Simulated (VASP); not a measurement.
# SiO2 (I-42d) in VASP: further runs, part 2 of 3

VASP 6.6.1. Earlier steps stand in the parts before.

### 4 Single point, PBE (zz strain of -2 %)

The input, INCAR:

```
PREC = Accurate ; ENCUT = 520
EDIFF = 1E-6 ; ISMEAR = -1
SIGMA = 0.03 ; LREAL = F
LASPH = T ; NELM = 100
ALGO = Normal ; ISIF = 2
LWAVE = F ; LCHARG = F
GGA = PE ; NBANDS = 25
```

The input, KPOINTS:

```
Automatic mesh
0
Gamma
  7 7 7
```

The input, POSCAR:

```
SiO2
1.0
   -2.3740500000      2.3740500000      3.6691200000
    2.3740500000     -2.3740500000      3.6691200000
    2.3740500000      2.3740500000     -3.6691200000
Si O
2 4
Direct
    0.0000000000      0.0000000000      0.0000000000
    0.7500000000      0.2500000000      0.5000000000
    0.9983800000      0.6250000000      0.8733800000
    0.3750000000      0.2483800000      0.3733800000
    0.7516200000      0.1250000000      0.1266200000
    0.8750000000      0.0016200000      0.6266200000
```

Potentials or basis: VASP PAW PBE potentials, release 64 (Si, O).

The run is started by

```sh
cat potpaw_PBE.64/Si/POTCAR potpaw_PBE.64/O/POTCAR > POTCAR
mpirun -np 1 vasp_std > vasp.out
```

OUTCAR:

```text
PREC = Accurate
   ENCUT = 520
   EDIFF = 1E-6
   ISMEAR = -1
   LREAL = F
   LASPH = T
   NELM = 100
   ISIF = 2
   GGA = PE

 ion  position               nearest neighbor table
   1  0.000  0.000  0.000-   3 1.61   4 1.61   5 1.61   6 1.61   2 3.00   2 3.00   2 3.00   2 3.00

   2  0.750  0.250  0.500-   3 1.61   4 1.61   6 1.61   5 1.61   1 3.00   1 3.00   1 3.00   1 3.00

   3  0.998  0.625  0.873-   1 1.61   2 1.61
   4  0.375  0.248  0.373-   1 1.61   2 1.61
   5  0.752  0.125  0.127-   1 1.61   2 1.61
   6  0.875  0.002  0.627-   2 1.61   1 1.61

  LATTYP: Found a body centered tetragonal cell.
 ALAT       =     4.7481000000
 C/A-ratio  =     1.5455108359

  Lattice vectors:

 A1 = (  -2.3740500000,   2.3740500000,   3.6691200000)
 A2 = (   2.3740500000,  -2.3740500000,   3.6691200000)
 A3 = (   2.3740500000,   2.3740500000,  -3.6691200000)

Analysis of symmetry for initial positions (statically):
=====================================================================
 Subroutine PRICEL returns:
 Original cell was already a primitive cell.

 Routine SETGRP: Setting up the symmetry group for a
 body centered tetragonal supercell.

 Subroutine GETGRP returns: Found  8 space group operations
 (whereof  4 operations were pure point group operations)
 out of a pool of 16 trial point group operations.

The static configuration has the point symmetry S_4 .
 The point group associated with its full space group is D_2d.

Analysis of symmetry for dynamics (positions and initial velocities):
=====================================================================
 Subroutine PRICEL returns:
 Original cell was already a primitive cell.

 Routine SETGRP: Setting up the symmetry group for a
 body centered tetragonal supercell.

 Subroutine GETGRP returns: Found  8 space group operations
 (whereof  4 operations were pure point group operations)
 out of a pool of 16 trial point group operations.

The dynamic configuration has the point symmetry S_4 .
 The point group associated with its full space group is D_2d.

 Subroutine INISYM returns: Found  8 space group operations
 (whereof  4 operations are pure point group operations),
 and found     1 'primitive' translations

----------------------------------------------------------------------------------------

                                     Primitive cell

  volume of cell :      82.7183

  direct lattice vectors                    reciprocal lattice vectors
    -2.374050000  2.374050000  3.669120000     0.000000000  0.210610560  0.136272458
     2.374050000 -2.374050000  3.669120000     0.210610560  0.000000000  0.136272458
     2.374050000  2.374050000 -3.669120000     0.210610560  0.210610560  0.000000000

  length of vectors
     4.973396061  4.973396061  4.973396061     0.250852528  0.250852528  0.297848310

  position of ions in fractional coordinates (direct lattice)
     0.000000000  0.000000000  0.000000000
     0.750000000  0.250000000  0.500000000
     0.998380000  0.625000000  0.873380000
     0.375000000  0.248380000  0.373380000
[... 35 lines left out ...]

 Found     40 irreducible k-points:

 Following reciprocal coordinates:
            Coordinates               Weight
  0.000000  0.000000  0.000000      1.000000
  0.142857  0.000000 -0.000000      8.000000
  0.285714  0.000000 -0.000000      8.000000
  0.428571  0.000000 -0.000000      8.000000
  0.142857  0.142857 -0.000000      8.000000
  0.285714  0.142857 -0.000000     16.000000
[... 16 lines left out ...]
 -0.142857  0.285714  0.142857      8.000000
 -0.428571  0.428571  0.142857      8.000000
 [... further k-points ...]
   k-points           NKPTS =     40   k-points in BZ     NKDIM =     40   number of bands    NBANDS=     25
   number of dos      NEDOS =    301   number of ions     NIONS =      6
   total plane-waves  NPLWV =  64000
   dimension x,y,z NGX =    40 NGY =   40 NGZ =   40
   dimension x,y,z NGXF=    80 NGYF=   80 NGZF=   80
   ions per type =               2   4
   NGX,Y,Z   is equivalent  to a cutoff of  13.37, 13.37, 13.37 a.u.
   NGXF,Y,Z  is equivalent  to a cutoff of  26.74, 26.74, 26.74 a.u.
 SYSTEM =  unknown system
   PREC   = accura    normal or accurate (medium, high low for compatibility)
   ISTART =      0    job   : 0-new  1-cont  2-samecut
   ICHARG =      2    charge: 1-file 2-atom 10-const
   ISPIN  =      1    spin polarized calculation?
   LNONCOLLINEAR =      F non collinear calculations
   LSORBIT =      F    spin-orbit coupling
   LASPH  =      T    aspherical Exc in radial PAW
   ENCUT  =  520.0 eV  38.22 Ry    6.18 a.u.   9.25  9.25  9.25*2*pi/ulx,y,z
   NELM   =    100;   NELMIN=  2; NELMDL= -5     # of ELM steps
   EDIFF  = 0.1E-05   stopping-criterion for ELM
   LREAL  =      F    real-space projection
   EDIFFG = 0.1E-04   stopping-criterion for IOM
   NSW    =      0    number of steps for IOM
   IBRION =     -1    ionic relax: 0-MD 1-quasi-New 2-CG
   NFREE  =      0    steps in history (QN), initial steepest desc. (CG)
   ISIF   =      2    stress and relaxation
   ISYM   =      2    0-nonsym 1-usesym 2-fastsym
   POTIM  = 0.5000    time-step for ionic-motion
   TEBEG  =    0.0;   TEEND  =   0.0 temperature during run
   PSTRESS=    0.0 pullay stress
   NELECT =      32.0000    total number of electrons
   NUPDOWN=      -1.0000    fix difference up-down
   EMIN   =  10.00;   EMAX   =-10.00  energy-range for DOS
   EFERMI =   0.00;   METHOD = LEGACY
   ISMEAR =    -1;   SIGMA  =   0.03  broadening in eV -4-tet -1-fermi 0-gaus
   EFERMI_NEDOS =   21; number of points for ismear=-14 and -15
   IALGO  =     38    algorithm
   IMIX   =      4    mixing-type and parameters
     AMIX     =   0.40;   BMIX     =  1.00
     AMIX_MAG =   1.60;   BMIX_MAG =  1.00
  volume/ion in A,a.u.               =      13.79        93.04
  Fermi-wavevector in a.u.,A,eV,Ry     =   1.192864  2.254186 19.360065  1.422925
  Thomas-Fermi vector in A             =   2.328892
   LORBIT       =      0    0 simple, 1 ext, 2 COOP (PROOUT), +10 PAW based schemes
   GGA     = PE    functional components
   LHFCALC =     F    Hartree Fock is set to
   AEXX    =    0.0000 exact exchange contribution
   IVDW    =     0    specifies the selected vdW correction
   LEPSILON=     F    determine dielectric tensor
   LRPA    =     F    only Hartree local field effects (RPA)
 non-spin polarized calculation
  energy-cutoff  :      520.00
  volume of cell :       82.72
 maximum number of plane-waves:      2244
 NGX is ok and might be reduce to    40
   NGX = 19   NGY = 19   NGZ = 19

 number of electron      32.0000003 magnetization

 Free energy of the ion-electron system (eV)
  ---------------------------------------------------
  ext. energy  EPLUGINS =         0.00000000
  ---------------------------------------------------
  free energy    TOTEN  =       -47.33955791 eV

  energy without entropy =      -47.33955791  energy(sigma->0) =      -47.33955791

 E-fermi :   0.7295     XC(G=0):  -8.6283

 val. band max:       -0.0092966926   @ k =   0.0000   0.0000   0.0000
 cond. band min:       6.1977898386   @ k =   0.0000   0.0000   0.0000
 fundamental gap:      6.2070865313
 Fermi energy:         0.7294799066

 k-point     1 :       0.0000    0.0000    0.0000
  band No.  band energies     occupation
      1     -19.2016      2.00000
      2     -17.0286      2.00000
      3     -17.0286      2.00000
      4     -16.9918      2.00000
      5      -8.8112      2.00000
      6      -5.3288      2.00000
[... 661 lines left out ...]
     24      13.1090      0.00000
     25      13.4221      0.00000

 [... further k-points ...]

------------------------ aborting loop because EDIFF is reached ----------------------------------------

  FORCE on cell =-STRESS in cart. coord.  units (eV):
  Direction    XX          YY          ZZ          XY          YZ          ZX
  --------------------------------------------------------------------------------------
  -------------------------------------------------------------------------------------
  Total        3.9829065      3.9829065      3.5828459      0.0000000      0.0000000      0.0000000
  in kB       77.1452271     77.1452271     69.3964222      0.0000000      0.0000000      0.0000000
  external PRESSURE =      74.5622921 kB  Pullay stress =       0.0000000 kB

 VOLUME and BASIS-vectors are now :
 -----------------------------------------------------------------------------
  energy-cutoff  :      520.00
  volume of cell :       82.72
      direct lattice vectors                 reciprocal lattice vectors
    -2.374050000  2.374050000  3.669120000     0.000000000  0.210610560  0.136272458
     2.374050000 -2.374050000  3.669120000     0.210610560  0.000000000  0.136272458
     2.374050000  2.374050000 -3.669120000     0.210610560  0.210610560  0.000000000

 POSITION                                       TOTAL-FORCE (eV/Angst)
 -----------------------------------------------------------------------------------
      0.00000      0.00000      0.00000         0.000000      0.000000      0.000000
      0.00000      2.37405      1.83456        -0.000000     -0.000000      0.000000
      1.18702      2.95987      2.75184         0.000000      0.376868      0.000000
      0.58582      1.18702      0.91728         0.376868      0.000000      0.000000
     -1.18702      1.78823      2.75184         0.000000     -0.376868     -0.000000
     -0.58582      3.56107      0.91728        -0.376868      0.000000     -0.000000
 -----------------------------------------------------------------------------------
    total drift:                                0.000001      0.000001      0.000002

  FREE ENERGIE OF THE ION-ELECTRON SYSTEM (eV)
  ---------------------------------------------------
  free  energy   TOTEN  =       -47.3395579101 eV

  energy  without entropy=      -47.3395579101  energy(sigma->0) =      -47.33955791
```

Wall time 2.5 min (1 thread of Intel Xeon 8259CL, shared host); peak memory 0.26 GiB.

Results:

* Free energy: -47.3396 eV
* Pressure: 7.5 GPa
* Largest force: 0.377 eV/Å
* Band gap on the k mesh: 6.21 eV

Forces on the atoms (eV/Å):
```
Si   0.000  0.000  0.000
Si   0.000  0.000  0.000
O    0.000  0.377  0.000
O    0.377  0.000  0.000
O    0.000 -0.377  0.000
O   -0.377  0.000  0.000
```

Levels at points of the mesh, in eV from the valence-band top:
| k point | band 13 | band 14 | band 15 | band 16 | band 17 | band 18 | band 19 | band 20 |
| --- | --- | --- | --- | --- | --- | --- | --- | --- |
| (0.00, 0.00, 0.00) | -1.31 | -0.99 | 0.00 | 0.00 | 6.21 | 8.82 | 11.60 | 11.60 |

Caveat: the cell differs from its parent crystal (zz strain of -2 %); the cell stands under pressure; an odd mesh through Γ misses points on the zone boundary, where band edges can lie.

[end of part 2 of 3]
